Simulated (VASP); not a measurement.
# Sb (R-3m) in VASP: single point with r2SCAN

Aim: the single point of Sb with r2SCAN.

All numbers are computed with VASP 6.6.1; they aren't measurements. Logs are shortened: lines on timing, memory, paths and dates and some standing lists are left out, and cuts for length are marked.

**1. The cell of the first run**

It takes space group R-3m (No. 166, trigonal). The conventional cell has a = 4.356 Å, b = 4.356 Å, c = 5.761 Å, α = 90.00°, β = 90.00°, γ = 120.00°. Within 4.4 Å of Sb (site symmetry -3m) lie 12 Sb at 3.16 to 4.36 Å.

**2. Single point, r2SCAN**

File POSCAR:

```
Sb
1.0
    3.1620977603      0.0821324094      0.0821324094
    0.0821324094      3.1620977603      0.0821324094
    0.0821324094      0.0821324094      3.1620977603
Sb
1
Direct
    0.0000000000      0.0000000000      0.0000000000
```

File INCAR.step1:

```
ALGO     = Normal         # electronic algorithm
EDIFF    = 1E-5           # SCF threshold, eV
ENCUT    = 550            # plane-wave cutoff, eV
GGA      = PE             # functional
GGA_COMPAT= F            
ISMEAR   = 0              # smearing method
LASPH    = T              # aspherical terms in the spheres
LCHARG   = F              # write CHGCAR
LREAL    = F              # projectors in reciprocal space
LWAVE    = T              # write WAVECAR
NBANDS   = 8              # bands
NELM     = 120            # most SCF steps
PREC     = Accurate       # precision mode
SIGMA    = 0.15           # smearing width, eV
```

File INCAR.step2:

```
ALGO     = Normal         # electronic algorithm
EDIFF    = 1E-6           # SCF threshold, eV
ENCUT    = 550            # plane-wave cutoff, eV
GGA_COMPAT= F            
ISIF     = 2              # what is computed and relaxed
ISMEAR   = 0              # smearing method
ISTART   = 1            
LASPH    = T              # aspherical terms in the spheres
LCHARG   = F              # write CHGCAR
LMIXTAU  = T            
LREAL    = F              # projectors in reciprocal space
LWAVE    = F              # write WAVECAR
METAGGA  = R2SCAN         # meta-GGA
NBANDS   = 8              # bands
NELM     = 120            # most SCF steps
PREC     = Accurate       # precision mode
SIGMA    = 0.15           # smearing width, eV
```

File KPOINTS:

```
k-points
0
Gamma
  16 16 16
```

Potentials or basis: VASP PAW PBE potentials, release 64 (Sb).

On the command line:

```
$ cat potpaw_PBE.64/Sb/POTCAR > POTCAR
$ cp INCAR.step1 INCAR
$ mpirun -np 1 vasp_std > vasp.out
$ cp INCAR.step2 INCAR
$ mpirun -np 1 vasp_std > vasp.out
```

OUTCAR:

```text
EDIFF = 1E-6
   ENCUT = 550
   ISIF = 2
   ISMEAR = 0
   ISTART = 1
   LASPH = T
   LREAL = F
   METAGGA = R2SCAN
   NELM = 120
   PREC = Accurate

 ion  position               nearest neighbor table
   1  0.000  0.000  0.000-

  LATTYP: Found a trigonal (rhomboedric) cell.
 ALAT       =     3.1642303505
 COS(alpha) =     0.0525517939

  Lattice vectors:

 A1 = (   3.1620977603,   0.0821324094,   0.0821324094)
 A2 = (   0.0821324094,   3.1620977603,   0.0821324094)
 A3 = (   0.0821324094,   0.0821324094,   3.1620977603)

Analysis of symmetry for initial positions (statically):
=====================================================================
 Subroutine PRICEL returns:
 Original cell was already a primitive cell.

 Routine SETGRP: Setting up the symmetry group for a
 trigonal (rhombohedral) supercell.

 Subroutine GETGRP returns: Found 12 space group operations
 (whereof 12 operations were pure point group operations)
 out of a pool of 12 trial point group operations.

The static configuration has the point symmetry D_3d.

Analysis of symmetry for dynamics (positions and initial velocities):
=====================================================================
 Subroutine PRICEL returns:
 Original cell was already a primitive cell.

 Routine SETGRP: Setting up the symmetry group for a
 trigonal (rhombohedral) supercell.

 Subroutine GETGRP returns: Found 12 space group operations
 (whereof 12 operations were pure point group operations)
 out of a pool of 12 trial point group operations.

The dynamic configuration has the point symmetry D_3d.

 Subroutine INISYM returns: Found 12 space group operations
 (whereof 12 operations are pure point group operations),
 and found     1 'primitive' translations

----------------------------------------------------------------------------------------

                                     Primitive cell

  volume of cell :      31.5545

  direct lattice vectors                    reciprocal lattice vectors
     3.162097760  0.082132409  0.082132409     0.316662212 -0.008016765 -0.008016765
     0.082132409  3.162097760  0.082132409    -0.008016765  0.316662212 -0.008016765
     0.082132409  0.082132409  3.162097760    -0.008016765 -0.008016765  0.316662212

  length of vectors
     3.164230351  3.164230351  3.164230351     0.316865103  0.316865103  0.316865103

  position of ions in fractional coordinates (direct lattice)
     0.000000000  0.000000000  0.000000000

  ion indices of the primitive-cell ions
   primitive index   ion index
                 1           1

[... 70 lines left out ...]
   NELM   =    120;   NELMIN=  2; NELMDL=  0     # of ELM steps
   EDIFF  = 0.1E-05   stopping-criterion for ELM
   LREAL  =      F    real-space projection
[... 7 lines left out ...]
   TEBEG  =    0.0;   TEEND  =   0.0 temperature during run
   PSTRESS=    0.0 pullay stress
   NELECT =       5.0000    total number of electrons
   NUPDOWN=      -1.0000    fix difference up-down
   EMIN   =  10.00;   EMAX   =-10.00  energy-range for DOS
   EFERMI =   0.00;   METHOD = LEGACY
   ISMEAR =     0;   SIGMA  =   0.15  broadening in eV -4-tet -1-fermi 0-gaus
   EFERMI_NEDOS =   21; number of points for ismear=-14 and -15
   IALGO  =     38    algorithm
   IMIX   =      4    mixing-type and parameters
     AMIX     =   0.40;   BMIX     =  1.00
     AMIX_MAG =   1.60;   BMIX_MAG =  1.00
  volume/ion in A,a.u.               =      31.55       212.94
  Fermi-wavevector in a.u.,A,eV,Ry     =   0.885886  1.674081 10.677766  0.784794
  Thomas-Fermi vector in A             =   2.006979
   LORBIT       =      0    0 simple, 1 ext, 2 COOP (PROOUT), +10 PAW based schemes
   METAGGA = R2SCAN    functional components
   LHFCALC =     F    Hartree Fock is set to
   AEXX    =    0.0000 exact exchange contribution
   IVDW    =     0    specifies the selected vdW correction
   LEPSILON=     F    determine dielectric tensor
   LRPA    =     F    only Hartree local field effects (RPA)
 non-spin polarized calculation
 Gauss-broadening in eV      SIGMA  =   0.15
  energy-cutoff  :      550.00
  volume of cell :       31.55
 maximum number of plane-waves:       950
   NGX = 13   NGY = 13   NGZ = 13

 number of electron       5.0000001 magnetization

 Free energy of the ion-electron system (eV)
  ---------------------------------------------------
  ext. energy  EPLUGINS =         0.00000000
  ---------------------------------------------------
  free energy    TOTEN  =       -25.59989024 eV

  energy without entropy =      -25.59381362  energy(sigma->0) =      -25.59685193

 E-fermi :   6.3564     XC(G=0):  -9.8650

 val. band max:        6.3456657119   @ k =  -0.1875  -0.1875   0.0625
 cond. band min:       6.3642779582   @ k =   0.1875   0.1250   0.0625
 fundamental gap:      0.0186122463
 Fermi energy:         6.3563518262

 k-point     1 :       0.0000    0.0000    0.0000
  band No.  band energies     occupation
      1      -6.1726      2.00000
      2       9.5415      0.00000
      3       9.5415      0.00000
      4       9.9494      0.00000
      5      13.6005      0.00000
      6      13.6005      0.00000
      7      15.1601      0.00000
      8      24.1939      0.00000
[... 243 lines left out ...]
 k-point    24 :      -0.0625    0.0625    0.0000
  band No.  band energies     occupation
      1      -6.0548      2.00000
      2       8.8946      0.00000
      3       8.9548      0.00000
      4       9.8255      0.00000
      5      13.9148      0.00000
      6      14.5961      0.00000
      7      15.8042      0.00000
      8      23.5113      0.00000

 [... further k-points ...]

------------------------ aborting loop because EDIFF is reached ----------------------------------------

  FORCE on cell =-STRESS in cart. coord.  units (eV):
  Direction    XX          YY          ZZ          XY          YZ          ZX
  --------------------------------------------------------------------------------------
  -------------------------------------------------------------------------------------
  Total       -0.7427660     -0.7427660     -0.7427660     -0.1995843     -0.1995843     -0.1995843
  in kB      -37.7138908    -37.7138908    -37.7138908    -10.1338806    -10.1338806    -10.1338806
  external PRESSURE =     -37.7138908 kB  Pullay stress =       0.0000000 kB

 VOLUME and BASIS-vectors are now :
 -----------------------------------------------------------------------------
  energy-cutoff  :      550.00
  volume of cell :       31.55
      direct lattice vectors                 reciprocal lattice vectors
     3.162097760  0.082132409  0.082132409     0.316662212 -0.008016765 -0.008016765
     0.082132409  3.162097760  0.082132409    -0.008016765  0.316662212 -0.008016765
     0.082132409  0.082132409  3.162097760    -0.008016765 -0.008016765  0.316662212

 POSITION                                       TOTAL-FORCE (eV/Angst)
 -----------------------------------------------------------------------------------
      0.00000      0.00000      0.00000        -0.000000      0.000000      0.000000
 -----------------------------------------------------------------------------------
    total drift:                                0.000000      0.000000      0.000000

  FREE ENERGIE OF THE ION-ELECTRON SYSTEM (eV)
  ---------------------------------------------------
  free  energy   TOTEN  =       -25.5998902389 eV

  energy  without entropy=      -25.5938136224  energy(sigma->0) =      -25.59685193
```

OUTCAR.step1:

```text
EDIFF = 1E-5
   ENCUT = 550
   GGA = PE
   ISMEAR = 0
   LASPH = T
[... 480 lines left out ...]

 POSITION                                       TOTAL-FORCE (eV/Angst)
 -----------------------------------------------------------------------------------
      0.00000      0.00000      0.00000        -0.000000      0.000000      0.000000
 -----------------------------------------------------------------------------------
    total drift:                               -0.000000      0.000000      0.000000

  FREE ENERGIE OF THE ION-ELECTRON SYSTEM (eV)
  ---------------------------------------------------
  free  energy   TOTEN  =        -4.0685652493 eV

  energy  without entropy=       -4.0617577523  energy(sigma->0) =       -4.06516150
```

It took 2.1 min on 1 thread of Intel Xeon 8259CL, shared host; peak memory 0.23 GiB.

What came out:

- Free energy: -25.5999 eV
- Pressure: -3.8 GPa
- Band gap on the k mesh: zero (an odd number of electrons rules out a gap without spin polarisation)

Levels at points of the mesh, in eV from the Fermi level:
| k point | band 1 | band 2 | band 3 | band 4 | band 5 | band 6 | band 7 | band 8 |
| --- | --- | --- | --- | --- | --- | --- | --- | --- |
| (0.00, 0.00, 0.00) | -12.53 | 3.19 | 3.19 | 3.59 | 7.24 | 7.24 | 8.80 | 17.84 |
| (0.50, 0.00, 0.00) | -10.16 | -5.46 | 5.04 | 5.30 | 9.09 | 11.25 | 11.33 | 11.91 |
| (0.50, 0.50, 0.00) | -7.65 | -3.78 | -3.22 | 2.73 | 7.01 | 12.24 | 13.77 | 13.96 |
| (0.50, 0.50, 0.50) | -4.87 | -2.27 | -1.37 | -1.37 | 4.78 | 5.60 | 5.60 | 7.75 |

Caveat: the cell stands under tension; the PAW data sets were made with another functional, which shifts forces and pressure a little; spin-orbit coupling is left out, which moves the levels of the heavy elements; an odd number of electrons without spin polarisation forces a metal; a magnetic or distorted state may lie lower.
